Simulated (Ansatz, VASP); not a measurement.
**Two plane-wave programs on SiNi3**

```
CELL_PARAMETERS angstrom
3.53274 0.00000 0.00000
0.00000 3.53274 0.00000
0.00000 0.00000 3.53274
ATOMIC_POSITIONS crystal
Si 0.00000 0.00000 0.00000
Ni 0.00000 0.50000 0.50000
Ni 0.50000 0.00000 0.50000
Ni 0.50000 0.50000 0.00000
```

Alike in both runs: task single point; functional r2SCAN; k mesh 6 × 6 × 6; occupations fermi-dirac, width 0.02 eV; no spin polarisation.

|  | VASP | Ansatz |
| --- | --- | --- |
| version | VASP 6.6.1 | Ansatz 0.2.0 |
| potentials or method | VASP PAW PBE potentials, release 64 (Si, Ni) | plane waves, PAW |
| plane-wave cutoff (eV) | 520 | 500 |
| valence electrons in the cell | 34 | 58 |

```csv
,VASP,Ansatz,Ansatz less VASP
pressure (GPa),-11.7,-12.2,-0.46
```

VASP's potentials were made for PBE, not for r2SCAN. The functional is the same, so the differences come from potentials, cutoffs and numerics. VASP's potentials hold 34 valence electrons a cell and Ansatz's 58, so a difference there can come from the potentials and not from the codes.
